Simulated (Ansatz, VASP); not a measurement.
## Two plane-wave programs on Al

Contents of INCAR:

```
ALGO = Normal
EDIFF = 1E-8
ENCUT = 400
GGA = PE
GGA_COMPAT = F
ISIF = 2
ISMEAR = -1
LASPH = T
LCHARG = F
LEFG = T
LREAL = F
LWAVE = F
NBANDS = 8
NELM = 120
PREC = Accurate
SIGMA = 0.051703999572871064
```

The input KPOINTS:

```
k-points
0
Gamma
  10 10 10
```

File POSCAR:

```
Al
1.0
    0.0000000000      2.0194648466      2.0194648466
    2.0194648466      0.0000000000      2.0194648466
    2.0194648466      2.0194648466      0.0000000000
Al
1
Direct
    0.0000000000      0.0000000000      0.0000000000
```

Input for Ansatz:

```yaml
crystal:
  lattice:
    - [0.0, 2.0194648466, 2.0194648466]
    - [2.0194648466, 0.0, 2.0194648466]
    - [2.0194648466, 2.0194648466, 0.0]
  atoms:
    - { symbol: Al, position: [0.0, 0.0, 0.0] }
basis: {}
kpoints:
  mp_grid: { grid: [10, 10, 10] }
hamiltonian:
  xc: pbe
scf:
  occupations: { method: fermi_dirac, width: "600 K" }
output:
  forces: true
  stress: true
  eigenvalues: true
  efg: {}
```

Alike in both runs: task electric field gradients; functional PBE; k mesh 10 × 10 × 10; no spin polarisation.

```csv
,VASP,Ansatz
version,VASP 6.6.1,Ansatz 0.2.0
potentials or method,"VASP PAW PBE potentials, release 64 (Al)","scalar-relativistic, plane waves, PAW"
plane-wave cutoff (eV),400,420
occupations,"fermi-dirac, width 0.051704 eV",fermi-dirac
valence electrons in the cell,3,3
```

```tsv
	VASP	Ansatz	Ansatz less VASP
gap on the k mesh at the Fermi level (eV)	none	none	-
pressure (GPa)	0.0	0.0	+0.06
```

A gap of «none» marks a metal or a gap that the smearing closes.
